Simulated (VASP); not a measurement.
A run of VASP 6.6.1 is set up as follows.

The input INCAR:

```
PREC = Accurate
ENCUT = 520
EDIFF = 1E-6
ISMEAR = -1
SIGMA = 0.1
LREAL = F
LASPH = T
NELM = 60
ALGO = Normal
ISIF = 2
LWAVE = F
LCHARG = F
GGA = B5
ALDAX = 1.0
AGGAX = 1.0
AGGAC = 1.0
ALDAC = 0.0
NBANDS = 28
```

KPOINTS

```
Automatic mesh
0
Gamma
  7 7 11
```

Contents of POSCAR:

```
Sn
1.0
    5.5408285606      0.0000000000      0.0000000000
   -2.7704142803      4.7984982915      0.0000000000
    0.0000000000      0.0000000000      3.2189699356
Sn
3
Direct
    1.0000000000      1.0000000000      0.0000000000
    0.3333333333      0.6666666667      0.5000000000
    0.6666666667      0.3333333333      0.5000000000
```

Potentials or basis: VASP PAW PBE potentials, release 64 (Sn_d).

Launch:

```sh
$ cat potpaw_PBE.64/Sn_d/POTCAR > POTCAR
$ mpirun -np 1 vasp_std > vasp.out
```

Estimate the band gap on the k mesh.

zero (band 21 reaches 9.70 eV, above the bottom of band 22 at 5.65 eV).

Predict the pressure.

3.3 GPa.

Stress tensor (GPa, compression positive):
```
2.87 0.00 0.00
0.00 2.87 0.00
0.00 0.00 4.26
```

Caveat: the PAW data sets were made with another functional, which shifts forces and pressure a little; spin-orbit coupling is left out, which moves the levels of the heavy elements.
